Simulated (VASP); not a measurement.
# Ti2C (R-3m) in VASP: further runs

The runs below take Ti2C through single point, with PBEsol.

Everything below comes from runs of VASP 6.6.1. Logs are shortened: lines on timing, memory, paths and dates and some standing lists are left out, and cuts for length are marked.

## 1. The cell of the first run

The structure is trigonal, space group R-3m (No. 166). The conventional cell has a = 3.129 Å, b = 3.129 Å, c = 14.318 Å, α = 90.00°, β = 90.00°, γ = 120.00°. Ti (site symmetry 3m) has 3 C at 2.13 Å and 3 Ti at 2.90 Å within 2.9 Å. C (site symmetry -3m) has 6 Ti at 2.13 Å within 2.8 Å.

## 2. Single point, PBEsol (strain +0.025 along x and y, +0.000 along z)

INCAR reads:

```
SYSTEM = Ti2C
PREC = Accurate
ENCUT = 520
EDIFF = 1E-7
ISMEAR = 0
SIGMA = 0.15
LREAL = .False.
LASPH = .True.
NELM = 60
ALGO = Normal
ISIF = 2
LWAVE = .False.
LCHARG = .True.
GGA = PS
LELF = .True.
LVHAR = .True.
NBANDS = 21
```

KPOINTS reads:

```
regular mesh
0
Gamma
  18 18 18
  0 0 0
```

POSCAR reads:

```
Ti2C
1.0
    1.5645636853      0.9033012649      4.7727429345
   -1.5645636853      0.9033012649      4.7727429345
    0.0000000000     -1.8066025297      4.7727429345
Ti C
2 1
Direct
    0.2458180109      0.2458180109      0.2458180109
    0.7541819891      0.7541819891      0.7541819891
    0.5000000000      0.5000000000      0.5000000000
```

Potentials or basis: VASP PAW PBE potentials, release 64 (Ti_sv, C).

Run with:

```bash
cat potpaw_PBE.64/Ti_sv/POTCAR potpaw_PBE.64/C/POTCAR > POTCAR
mpirun -np 1 vasp_std > vasp.out
```

OUTCAR:

```text
SYSTEM = Ti2C
   PREC = Accurate
   ENCUT = 520
   EDIFF = 1E-7
   ISMEAR = 0
   LREAL = .False.
   LASPH = .True.
   NELM = 60
   ISIF = 2
   GGA = PS

 ion  position               nearest neighbor table
   1  0.246  0.246  0.246-   3 2.13   3 2.13   3 2.13   2 2.90   2 2.90   2 2.90
   2  0.754  0.754  0.754-   3 2.13   3 2.13   3 2.13   1 2.90   1 2.90   1 2.90
   3  0.500  0.500  0.500-   1 2.13   2 2.13   1 2.13   1 2.13   2 2.13   2 2.13

  LATTYP: Found a trigonal (rhomboedric) cell.
 ALAT       =     5.1032232774
 COS(alpha) =     0.8120132036

  Lattice vectors:

 A1 = (   1.5645636853,   0.9033012649,   4.7727429345)
 A2 = (  -1.5645636853,   0.9033012649,   4.7727429345)
 A3 = (   0.0000000000,  -1.8066025297,   4.7727429345)

Analysis of symmetry for initial positions (statically):
=====================================================================
 Subroutine PRICEL returns:
 Original cell was already a primitive cell.

 Routine SETGRP: Setting up the symmetry group for a
 trigonal (rhombohedral) supercell.

 Subroutine GETGRP returns: Found 12 space group operations
 (whereof 12 operations were pure point group operations)
 out of a pool of 12 trial point group operations.

The static configuration has the point symmetry D_3d.

Analysis of symmetry for dynamics (positions and initial velocities):
=====================================================================
 Subroutine PRICEL returns:
 Original cell was already a primitive cell.

 Routine SETGRP: Setting up the symmetry group for a
 trigonal (rhombohedral) supercell.

 Subroutine GETGRP returns: Found 12 space group operations
 (whereof 12 operations were pure point group operations)
 out of a pool of 12 trial point group operations.

The dynamic configuration has the point symmetry D_3d.

 Subroutine INISYM returns: Found 12 space group operations
 (whereof 12 operations are pure point group operations),
 and found     1 'primitive' translations

----------------------------------------------------------------------------------------

                                     Primitive cell

  volume of cell :      40.4711

  direct lattice vectors                    reciprocal lattice vectors
[... 85 lines left out ...]
   LSORBIT =      F    spin-orbit coupling
   LASPH  =      T    aspherical Exc in radial PAW
   ENCUT  =  520.0 eV  38.22 Ry    6.18 a.u.   9.49  9.49  9.49*2*pi/ulx,y,z
   NELM   =     60;   NELMIN=  2; NELMDL= -5     # of ELM steps
   EDIFF  = 0.1E-06   stopping-criterion for ELM
   LREAL  =      F    real-space projection
   EDIFFG = 0.1E-05   stopping-criterion for IOM
   NSW    =      0    number of steps for IOM
   IBRION =     -1    ionic relax: 0-MD 1-quasi-New 2-CG
   NFREE  =      0    steps in history (QN), initial steepest desc. (CG)
   ISIF   =      2    stress and relaxation
   ISYM   =      2    0-nonsym 1-usesym 2-fastsym
   POTIM  = 0.5000    time-step for ionic-motion
   TEBEG  =    0.0;   TEEND  =   0.0 temperature during run
   PSTRESS=    0.0 pullay stress
   NELECT =      28.0000    total number of electrons
   NUPDOWN=      -1.0000    fix difference up-down
   EMIN   =  10.00;   EMAX   =-10.00  energy-range for DOS
   EFERMI =   0.00;   METHOD = LEGACY
   ISMEAR =     0;   SIGMA  =   0.15  broadening in eV -4-tet -1-fermi 0-gaus
   EFERMI_NEDOS =   21; number of points for ismear=-14 and -15
   IALGO  =     38    algorithm
   IMIX   =      4    mixing-type and parameters
     AMIX     =   0.40;   BMIX     =  1.00
     AMIX_MAG =   1.60;   BMIX_MAG =  1.00
  volume/ion in A,a.u.               =      13.49        91.04
  Fermi-wavevector in a.u.,A,eV,Ry     =   1.447924  2.736180 28.524398  2.096484
  Thomas-Fermi vector in A             =   2.565824
   LORBIT       =      0    0 simple, 1 ext, 2 COOP (PROOUT), +10 PAW based schemes
   GGA     = PS    functional components
   LHFCALC =     F    Hartree Fock is set to
   AEXX    =    0.0000 exact exchange contribution
   IVDW    =     0    specifies the selected vdW correction
   LEPSILON=     F    determine dielectric tensor
   LRPA    =     F    only Hartree local field effects (RPA)
 non-spin polarized calculation
 Gauss-broadening in eV      SIGMA  =   0.15
  energy-cutoff  :      520.00
  volume of cell :       40.47
 maximum number of plane-waves:      1111
 NGX is ok and might be reduce to    40
   NGX = 19   NGY = 19   NGZ = 19

 number of electron      28.0000002 magnetization

 Free energy of the ion-electron system (eV)
  ---------------------------------------------------
  ext. energy  EPLUGINS =         0.00000000
  ---------------------------------------------------
  free energy    TOTEN  =       -28.37094172 eV

  energy without entropy =      -28.34930166  energy(sigma->0) =      -28.36012169

 E-fermi :   8.0078     XC(G=0): -11.8641

 val. band max:        8.0051650539   @ k =   0.4444   0.1111  -0.0000
 cond. band min:       8.0082235778   @ k =   0.2222   0.0556   0.0556
 fundamental gap:      0.0030585239
 Fermi energy:         8.0077925640

 k-point     1 :       0.0000    0.0000    0.0000
  band No.  band energies     occupation
      1     -48.5490      2.00000
      2     -48.4491      2.00000
      3     -25.2056      2.00000
      4     -24.7277      2.00000
      5     -24.7277      2.00000
      6     -24.6610      2.00000
[... 565 lines left out ...]
     20      11.3883      0.00000
     21      12.7877      0.00000

 [... further k-points ...]

------------------------ aborting loop because EDIFF is reached ----------------------------------------

  FORCE on cell =-STRESS in cart. coord.  units (eV):
  Direction    XX          YY          ZZ          XY          YZ          ZX
  --------------------------------------------------------------------------------------
  -------------------------------------------------------------------------------------
  Total       -2.6313019     -2.6313019     -1.3191797      0.0000000     -0.0000000      0.0000000
  in kB     -104.1684268   -104.1684268    -52.2239108      0.0000000     -0.0000000      0.0000000
  external PRESSURE =     -86.8535881 kB  Pullay stress =       0.0000000 kB

 VOLUME and BASIS-vectors are now :
 -----------------------------------------------------------------------------
  energy-cutoff  :      520.00
  volume of cell :       40.47
      direct lattice vectors                 reciprocal lattice vectors
     1.564563685  0.903301265  4.772742935     0.319577915  0.184508395  0.069841041
    -1.564563685  0.903301265  4.772742935    -0.319577915  0.184508395  0.069841041
     0.000000000 -1.806602530  4.772742935     0.000000000 -0.369016790  0.069841041

 POSITION                                       TOTAL-FORCE (eV/Angst)
 -----------------------------------------------------------------------------------
      0.00000      0.00000      3.51968         0.000000     -0.000000     -0.373623
      0.00000      0.00000     10.79855         0.000000      0.000000      0.373623
      0.00000      0.00000      7.15911         0.000000      0.000000      0.000000
 -----------------------------------------------------------------------------------
    total drift:                                0.000000     -0.000000      0.000000

  FREE ENERGIE OF THE ION-ELECTRON SYSTEM (eV)
  ---------------------------------------------------
  free  energy   TOTEN  =       -28.3709417222 eV

  energy  without entropy=      -28.3493016634  energy(sigma->0) =      -28.36012169
```

OSZICAR:

```text
N       E                     dE             d eps       ncg     rms          rms(c)
DAV:   1     0.312752410872E+03    0.31275E+03   -0.14736E+04 24448   0.163E+03
DAV:   2     0.327507121789E+01   -0.30948E+03   -0.30045E+03 25035   0.466E+02
DAV:   3    -0.336162200356E+02   -0.36891E+02   -0.36365E+02 40707   0.139E+02
DAV:   4    -0.360711188691E+02   -0.24549E+01   -0.24489E+01 31619   0.341E+01
DAV:   5    -0.362097611832E+02   -0.13864E+00   -0.13862E+00 34390   0.662E+00    0.203E+01
DAV:   6    -0.287241462203E+02    0.74856E+01   -0.58886E+01 31922   0.595E+01    0.573E+00
DAV:   7    -0.283932186199E+02    0.33093E+00   -0.37961E+00 37115   0.162E+01    0.360E+00
DAV:   8    -0.283683834412E+02    0.24835E-01   -0.31484E-01 28219   0.434E+00    0.714E-01
DAV:   9    -0.283689696761E+02   -0.58623E-03   -0.33409E-02 34401   0.162E+00    0.614E-01
DAV:  10    -0.283709478226E+02   -0.19781E-02   -0.63697E-03 27140   0.769E-01    0.688E-02
DAV:  11    -0.283709335039E+02    0.14319E-04   -0.93593E-04 38043   0.199E-01    0.582E-02
DAV:  12    -0.283709457716E+02   -0.12268E-04   -0.87194E-05 32381   0.913E-02    0.131E-02
DAV:  13    -0.283709417532E+02    0.40184E-05   -0.95159E-06 38643   0.379E-02    0.769E-03
DAV:  14    -0.283709418170E+02   -0.63827E-07   -0.35144E-06 36043   0.168E-02    0.302E-03
DAV:  15    -0.283709417222E+02    0.94820E-07   -0.59575E-07 23020   0.584E-03
   1 F= -.28370942E+02 E0= -.28360122E+02  d E =-.216401E-01
```

It took 16 min on 1 thread of Intel Xeon Platinum 8259CL at 2.50GHz (Skylake/Cascade Lake), shared host; peak memory 0.58 GiB.

What came out:

```yaml
Free_energy: -28.3709 eV
Pressure: -8.7 GPa
Largest_force: 0.374 eV/Å
Band_gap_on_the_k_mesh: zero (bands 14 and 15 overlap by 0.97 eV)
```

Forces in eV/Å, atoms in the order of the input:
```
Ti   0.000  0.000 -0.374
Ti   0.000  0.000  0.374
C    0.000  0.000  0.000
```

Stress tensor (GPa, compression positive):
```
-10.42   0.00   0.00
  0.00 -10.42   0.00
  0.00   0.00  -5.22
```

Levels at points of the mesh, in eV from the Fermi level:
```tsv
k point	band 12	band 13	band 14	band 15	band 16	band 17
(0.00, 0.00, 0.00)	-2.55	-1.91	0.40	0.40	1.13	1.91
(0.50, 0.00, 0.00)	-2.42	-1.18	-0.94	0.12	1.74	2.66
(0.50, 0.50, 0.00)	-2.58	-1.59	-0.90	0.89	2.29	2.76
(0.50, 0.50, 0.50)	-2.39	-0.72	0.24	0.83	0.83	1.69
```

Caveat: the cell differs from its parent crystal (strain +0.025 along x and y, +0.000 along z); the cell stands under tension; the PAW data sets were made with another functional, which shifts forces and pressure a little.

## 3. Single point, PBEsol (strain +0.050 along x and y, -0.025 along z)

INCAR reads:

```
SYSTEM = Ti2C
  ALGO = Normal
  EDIFF = 1E-7
  ENCUT = 520
  GGA = PS
  ISIF = 2
  ISMEAR = 0
  LASPH = .TRUE.
  LCHARG = .TRUE.
  LELF = .TRUE.
  LREAL = .FALSE.
  LVHAR = .TRUE.
  LWAVE = .FALSE.
  NBANDS = 21
  NELM = 80
  PREC = Accurate
  SIGMA = 0.15
```

KPOINTS reads:

```
k-points
0
G
  18 18 18
  0 0 0
```

POSCAR reads:

```
Ti2C
1.0
    1.6027237751      0.9253330030      4.6534243611
   -1.6027237751      0.9253330030      4.6534243611
    0.0000000000     -1.8506660060      4.6534243611
Ti C
2 1
Direct
    0.2458180109      0.2458180109      0.2458180109
    0.7541819891      0.7541819891      0.7541819891
    0.5000000000      0.5000000000      0.5000000000
```

Potentials or basis: VASP PAW PBE potentials, release 64 (Ti_sv, C).

Run with:

```bash
cat potpaw_PBE.64/Ti_sv/POTCAR potpaw_PBE.64/C/POTCAR > POTCAR
mpirun -np 1 vasp_std > vasp.out
```

Wall time 21 min (1 thread of Intel Xeon Platinum 8259CL at 2.50GHz (Skylake/Cascade Lake), shared host); peak memory 0.59 GiB.

It converged, with:

* Free energy: -28.2277 eV
* Pressure: -12.3 GPa
* Largest force: 0.350 eV/Å
* Band gap on the k mesh: zero (bands 14 and 15 overlap by 0.97 eV)

Forces in eV/Å, atoms in the order of the input:
```
Ti   0.000  0.000 -0.350
Ti   0.000  0.000  0.350
C    0.000  0.000  0.000
```

Stress tensor (GPa, compression positive):
```
-16.94   0.00   0.00
  0.00 -16.94   0.00
  0.00   0.00  -2.98
```

Levels at points of the mesh, in eV from the Fermi level:
```
           k point  band 10  band 11  band 12  band 13  band 14  band 15  band 16  band 17  band 18  band 19
(0.00, 0.00, 0.00)    -4.53    -2.66    -2.66    -1.64     0.23     0.23     1.45     1.96     1.96     3.07
(0.50, 0.00, 0.00)    -4.42    -2.74    -2.44    -1.02    -0.89     0.13     1.63     2.50     2.67     2.78
(0.50, 0.50, 0.00)    -4.79    -2.59    -2.58    -1.49    -0.94     0.99     1.99     2.64     2.82     3.12
(0.50, 0.50, 0.50)    -5.38    -2.47    -2.47    -0.42     0.50     0.80     0.80     1.60     1.60     1.92
```

Caveat: the cell differs from its parent crystal (strain +0.050 along x and y, -0.025 along z); the cell stands under tension; the PAW data sets were made with another functional, which shifts forces and pressure a little.

## 4. Single point, PBEsol (strain +0.025 along x and y, +0.025 along z)

INCAR reads:

```
SYSTEM = Ti2C
PREC = Accurate
ENCUT = 520
EDIFF = 1E-7
ISMEAR = 0
SIGMA = 0.15
LREAL = .False.
LASPH = .True.
NELM = 80
ALGO = Normal
ISIF = 2
LWAVE = .False.
LCHARG = .True.
GGA = PS
LELF = .True.
LVHAR = .True.
NBANDS = 21
```

KPOINTS reads:

```
regular mesh
0
Gamma
  18 18 18
  0 0 0
```

POSCAR reads:

```
Ti2C
1.0
    1.5645636853      0.9033012649      4.8920615079
   -1.5645636853      0.9033012649      4.8920615079
    0.0000000000     -1.8066025297      4.8920615079
Ti C
2 1
Direct
    0.2458180109      0.2458180109      0.2458180109
    0.7541819891      0.7541819891      0.7541819891
    0.5000000000      0.5000000000      0.5000000000
```

Run with:

```bash
cat potpaw_PBE.64/Ti_sv/POTCAR potpaw_PBE.64/C/POTCAR > POTCAR
mpirun -np 1 vasp_std > vasp.out
```

Run time: 19 min. Hardware: 1 thread of Intel Xeon Platinum 8259CL at 2.50GHz (Skylake/Cascade Lake), shared host; peak memory 0.59 GiB.

Results (log left out):

- Free energy: -28.3167 eV
- Pressure: -12.3 GPa
- Largest force: 0.717 eV/Å
- Band gap on the k mesh: zero (bands 14 and 15 overlap by 0.92 eV)

Forces on the atoms (eV/Å):
```
Ti   0.000  0.000 -0.717
Ti   0.000  0.000  0.717
C    0.000  0.000  0.000
```

Stress tensor (GPa, compression positive):
```
-12.50   0.00   0.00
  0.00 -12.50   0.00
  0.00   0.00 -11.99
```

Levels at points of the mesh, in eV from the Fermi level:
| k point | band 10 | band 11 | band 12 | band 13 | band 14 | band 15 | band 16 | band 17 | band 18 | band 19 |
| --- | --- | --- | --- | --- | --- | --- | --- | --- | --- | --- |
| (0.00, 0.00, 0.00) | -4.67 | -2.40 | -2.40 | -2.07 | 0.47 | 0.47 | 0.93 | 1.81 | 1.81 | 2.80 |
| (0.50, 0.00, 0.00) | -4.58 | -2.90 | -2.34 | -1.21 | -0.93 | 0.11 | 1.71 | 2.50 | 2.68 | 2.91 |
| (0.50, 0.50, 0.00) | -4.90 | -2.79 | -2.49 | -1.55 | -0.87 | 0.80 | 2.33 | 2.68 | 2.86 | 3.16 |
| (0.50, 0.50, 0.50) | -5.51 | -2.25 | -2.25 | -0.84 | 0.10 | 0.82 | 0.82 | 1.66 | 1.66 | 1.94 |

Caveat: the cell differs from its parent crystal (strain +0.025 along x and y, +0.025 along z); the cell stands under tension; the PAW data sets were made with another functional, which shifts forces and pressure a little.

## 5. Single point, PBEsol (strain +0.050 along x and y, +0.000 along z)

INCAR reads:

```
SYSTEM = Ti2C
ALGO = Normal
EDIFF = 1E-6
ENCUT = 520
GGA = PS
ISIF = 2
ISMEAR = 0
LASPH = .TRUE.
LCHARG = .TRUE.
LELF = .TRUE.
LREAL = .FALSE.
LVHAR = .TRUE.
LWAVE = .FALSE.
NBANDS = 21
NELM = 80
PREC = Accurate
SIGMA = 0.15
```

KPOINTS reads:

```
k-points
0
G
  18 18 18
  0 0 0
```

POSCAR reads:

```
Ti2C
1.0
    1.6027237751      0.9253330030      4.7727429345
   -1.6027237751      0.9253330030      4.7727429345
    0.0000000000     -1.8506660060      4.7727429345
Ti C
2 1
Direct
    0.2458180109      0.2458180109      0.2458180109
    0.7541819891      0.7541819891      0.7541819891
    0.5000000000      0.5000000000      0.5000000000
```

Run with:

```bash
cat potpaw_PBE.64/Ti_sv/POTCAR potpaw_PBE.64/C/POTCAR > POTCAR
mpirun -np 1 vasp_std > vasp.out
```

Run time: 15 min. Hardware: 1 thread of AMD EPYC 9R45 (Zen 5), shared host; peak memory 0.56 GiB.

It converged, with:

```
Free energy            : -28.1870 eV
Pressure               : -15.7 GPa
Largest force          : 0.693 eV/Å
Band gap on the k mesh : zero (bands 14 and 15 overlap by 0.94 eV)
```

Forces on the atoms (eV/Å):
```
Ti   0.000  0.000 -0.693
Ti   0.000  0.000  0.693
C    0.000  0.000  0.000
```

Stress tensor (GPa, compression positive):
```
-18.85   0.00   0.00
  0.00 -18.85   0.00
  0.00   0.00  -9.38
```

Levels at points of the mesh, in eV from the Fermi level:
| k point | band 10 | band 11 | band 12 | band 13 | band 14 | band 15 | band 16 | band 17 | band 18 | band 19 |
| --- | --- | --- | --- | --- | --- | --- | --- | --- | --- | --- |
| (0.00, 0.00, 0.00) | -4.49 | -2.52 | -2.52 | -1.82 | 0.30 | 0.30 | 1.22 | 1.84 | 1.84 | 2.87 |
| (0.50, 0.00, 0.00) | -4.43 | -2.74 | -2.37 | -1.05 | -0.89 | 0.10 | 1.60 | 2.47 | 2.55 | 2.73 |
| (0.50, 0.50, 0.00) | -4.76 | -2.62 | -2.51 | -1.46 | -0.91 | 0.88 | 2.04 | 2.56 | 2.75 | 3.03 |
| (0.50, 0.50, 0.50) | -5.35 | -2.35 | -2.35 | -0.57 | 0.35 | 0.78 | 0.78 | 1.56 | 1.56 | 1.86 |

Caveat: the cell differs from its parent crystal (strain +0.050 along x and y, +0.000 along z); the cell stands under tension; the PAW data sets were made with another functional, which shifts forces and pressure a little.

## 6. Overview

```csv
cell,gap on the mesh (eV),pressure (GPa),largest force (eV/Å)
"a = 5.103 Å, angles 35.7°, 3 atoms",none,-8.7,0.37
"a = 5.008 Å, angles 37.3°, 3 atoms",none,-12.3,0.35
"a = 5.215 Å, angles 34.9°, 3 atoms",none,-12.3,0.72
"a = 5.119 Å, angles 36.5°, 3 atoms",none,-15.7,0.69
```

Alike in all rows: task single point; level PBEsol; potentials or basis VASP PAW PBE potentials, release 64 (Ti_sv, C); no spin polarisation; k mesh 18 × 18 × 18; cutoff (eV) 520; smearing gaussian 0.15 eV.

Caveats: the cell stands under tension; the PAW data sets were made with another functional, which shifts forces and pressure a little.

Absolute energies hang on the potentials; compare differences alone.
